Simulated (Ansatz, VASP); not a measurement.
# Two plane-wave programs on MoS2

The input POSCAR:

```
MoS2
1.0
    3.1847944550      0.0000000000      0.0000000000
    1.5923972280      2.7581129040      0.0000000000
    0.0000000000      0.0000000000     26.2508795860
S Mo
2 1
Direct
    0.6666666667      0.6666666667      0.4404698082
    0.6666666667      0.6666666667      0.5595301918
    0.3333333333      0.3333333333      0.5000006507
```

The input INCAR.step1:

```
  PREC = Accurate
  ENCUT = 400
  EDIFF = 1E-5
  ISMEAR = 0
  SIGMA = 0.01
  LREAL = False
  LASPH = True
  NELM = 120
  ALGO = Normal
  ISIF = 2
  LWAVE = True
  LCHARG = False
  LDIPOL = True
  IDIPOL = 3
  DIPOL = 0.5 0.5 0.500
  GGA = PE
  NBANDS = 20
  GGA_COMPAT = False
  NELMDL = -8
```

The input INCAR.step2:

```
  PREC = Accurate
  ENCUT = 400
  EDIFF = 1E-6
  ISMEAR = 0
  SIGMA = 0.01
  LREAL = False
  LASPH = True
  NELM = 120
  ALGO = Normal
  ISIF = 2
  LWAVE = False
  LCHARG = False
  LDIPOL = True
  IDIPOL = 3
  DIPOL = 0.5 0.5 0.500
  GGA = PE
  LHFCALC = True
  AEXX = 0.25
  PRECFOCK = Normal
  ISTART = 1
  NBANDS = 20
  GGA_COMPAT = False
```

File KPOINTS:

```
regular mesh
0
Gamma
  9 9 1
```

Input for Ansatz:

```yaml
crystal:
  lattice:
    - [3.184794455, 0.0, 0.0]
    - [1.592397228, 2.758112904, 0.0]
    - [0.0, 0.0, 26.250879586]
  atoms:
    - { symbol: S, position: [0.6666666667, 0.6666666667, 0.4404698082] }
    - { symbol: Mo, position: [0.3333333333, 0.3333333333, 0.5000006507] }
    - { symbol: S, position: [0.6666666667, 0.6666666667, 0.5595301918] }
  periodic: [true, true, false]
basis:
  ecutwfc: 420
kpoints:
  mp_grid: { grid: [9, 9, 1] }
  band_path:
    path:
      - [0.0, 0.0, 0.0]
      - [0.5, 0.0, 0.0]
      - [0.666666667, 0.333333333, 0.0]
      - [0.37037037, 0.185185185, 0.0]
    npoints: 1
scf:
  occupations: { method: fixed }
  n_extra_bands: 6
hamiltonian:
  xc: pbe0
  pseudopotentials: { kind: paw, azcp: { folder: soft_1 } }
output:
  eigenvalues: true
```

Alike in both runs: task single point; functional PBE0; k mesh 9 × 9 × 1; no spin polarisation.

|  | VASP | Ansatz |
| --- | --- | --- |
| version | VASP 6.6.1 | Ansatz 0.2.0 |
| potentials or method | VASP PAW PBE potentials, release 64 (S, Mo_sv), cutoff 400 eV | plane-wave PAW, scalar-relativistic |
| occupations | gaussian, width 0.01 eV | fixed |
| valence electrons in the cell | 26 | 26 |

|  | VASP | Ansatz | Ansatz less VASP |
| --- | --- | --- | --- |
| gap on the k mesh at the Fermi level (eV) | 2.79 | 2.77 | -0.016 |

Ansatz's warnings: slab cell height set, structure snapped to symmetry.
